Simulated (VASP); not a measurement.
Runs of VASP 6.6.1 on WS2. The structure is that of space group R3m (No. 160), or close to it. The cells are those of the table. 

| task | cell | gap on the mesh (eV) | pressure (GPa) | largest force (eV/Å) |
| --- | --- | --- | --- | --- |
| single point | a = 6.443 Å, angles 29.2°, 3 atoms | 0.92 | (b) | 1.08 |
| electric field gradients | a = 6.605 Å, angles 27.7°, 3 atoms | 1.10 | -8.0 | 1.36 |
| single point | a = 6.605 Å, angles 27.7°, 3 atoms | 1.10 | -8.0 | 1.36 |
| electric field gradients | a = 6.406 Å, angles 28.4°, 3 atoms | 0.99 | -1.6 | 0.60 |
| electric field gradients | a = 6.470 Å, angles 28.4°, 3 atoms | (a) | -6.4 | 0.84 |
| electric field gradients | a = 6.368 Å, angles 28.7°, 3 atoms | 0.97 | -1.5 | 0.60 |
| single point | a = 6.433 Å, angles 28.7°, 3 atoms | 0.99 | (c) | 0.72 |

Alike in all rows: level LDA; potentials or basis VASP PAW LDA potentials, release 64 (W_sv, S); no spin polarisation; k mesh 13 × 13 × 13; cutoff (eV) 520; smearing fermi-dirac 0.08 eV.

Estimate the missing entries.

(a) 1.01; (b) -11.4; (c) -6.3.

Caveats: spin-orbit coupling is left out, which moves the levels of the heavy elements; an odd mesh through Γ misses points on the zone boundary, where band edges can lie; the cell stands under tension (at least some runs); forces of over 1 eV/Å act on the atoms, so gaps and moduli don't describe the material at rest (at least some runs).

A k mesh can miss the band edges, and the runs leave out spin-orbit coupling on W.
